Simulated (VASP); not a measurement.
The system is GaP.

```
CELL_PARAMETERS angstrom
0.00000 2.71924 2.71924
2.71924 0.00000 2.71924
2.71924 2.71924 0.00000
ATOMIC_POSITIONS crystal
Ga 0.00000 0.00000 0.00000
P 0.25000 0.25000 0.25000
```

Base run:

* Program: VASP 6.6.1
* Functional: PBEsol
* Potentials or basis: VASP PAW PBE potentials, release 64 (Ga_d, P)
* Cutoff: 520 eV
* k mesh: 8 × 8 × 8
* Occupations: fermi-dirac, width 0.05 eV
* Spin: no spin polarisation

Its results: band gap on the k mesh 1.50 eV, indirect (least direct gap 1.80 eV); pressure -0.1 GPa.

The run is repeated on the same cell with these changes: functional from PBEsol to r2SCAN. What comes out?

Band gap on the k mesh 1.89 eV, indirect (least direct gap 2.40 eV); pressure 0.6 GPa.

r2SCAN gives the wider gap, since meta-GGAs in the generalised Kohn-Sham scheme recover part of the derivative discontinuity.

Caveats: the PAW data sets were made with another functional, which shifts forces and pressure a little.

A k mesh can miss the band edges.
